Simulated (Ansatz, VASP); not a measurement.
## TiC: VASP beside Ansatz

Contents of INCAR:

```
SYSTEM = TiC
  PREC = Accurate
  ENCUT = 520
  EDIFF = 1E-7
  ISMEAR = -1
  SIGMA = 0.05
  LREAL = .FALSE.
  LASPH = .TRUE.
  NELM = 100
  ALGO = Normal
  ISIF = 2
  LWAVE = .FALSE.
  LCHARG = .FALSE.
  GGA = PS
  NBANDS = 15
```

The input KPOINTS:

```
regular mesh
0
G
  11 11 11
  0 0 0
```

Contents of POSCAR:

```
TiC
1.0
    0.0000000000      2.1657188437      2.0790900900
    2.1657188437      0.0000000000      2.0790900900
    2.1657188437      2.1657188437      0.0000000000
Ti C
1 1
Direct
    0.0000000000      0.0000000000      0.0000000000
    0.5000000000      0.5000000000      0.5000000000
```

File input.yaml:

```yaml
crystal:
  lattice:
    - [0.0, 2.1657188437, 2.07909009]
    - [2.1657188437, 0.0, 2.07909009]
    - [2.1657188437, 2.1657188437, 0.0]
  atoms:
    - { symbol: Ti, position: [0.0, 0.0, 0.0] }
    - { symbol: C, position: [0.5, 0.5, 0.5] }
kpoints:
  mp_grid: { grid: [11, 11, 11] }
  band_path:
    path:
      - [0.0, 0.0, 0.0]
      - [0.0, 0.5, 0.5]
      - [0.2712673611, 0.5, 0.7712673611]
      - [0.3856336805, 0.3856336805, 0.7712673611]
      - [0.0, 0.0, 0.0]
      - [-0.5, -0.5, 0.0]
      - [-0.3856336805, -0.3856336805, 0.2287326389]
      - [0.0, 0.0, 0.5]
    npoints: 12
scf:
  occupations: { method: fermi_dirac, width: 0.05 }
hamiltonian:
  xc: pbesol
  pseudopotentials: { kind: all_electron, lapw: { basis_error: 0.001 } }
output:
  forces: true
  stress: true
  eigenvalues: true
```

Change from the starting cell: strain_z = -0.04.

Alike in both runs: functional PBEsol; k mesh 11 × 11 × 11; occupations fermi-dirac, width 0.05 eV; no spin polarisation.

|  | VASP | Ansatz |
| --- | --- | --- |
| version | VASP 6.6.1 | Ansatz 0.2.0 |
| potentials or method | VASP PAW PBE potentials, release 64 (Ti_sv, C), cutoff 520 eV | all-electron LAPW, scalar-relativistic |
| task | single point | band structure |

VASP gave:

* gap on the k mesh at the Fermi level (eV): none
* pressure (GPa): 5.0
* traceless stress, the component that is largest in VASP (GPa): 13.40

What did Ansatz give for the same quantities?

gap on the k mesh at the Fermi level (eV): none; pressure (GPa): 4.8; traceless stress, the component that is largest in VASP (GPa): 13.37.

VASP's potentials were made for PBE, not for PBEsol. A gap of «none» marks a metal or a gap that the smearing closes. Ansatz ran all-electron here, and VASP with PAW potentials.
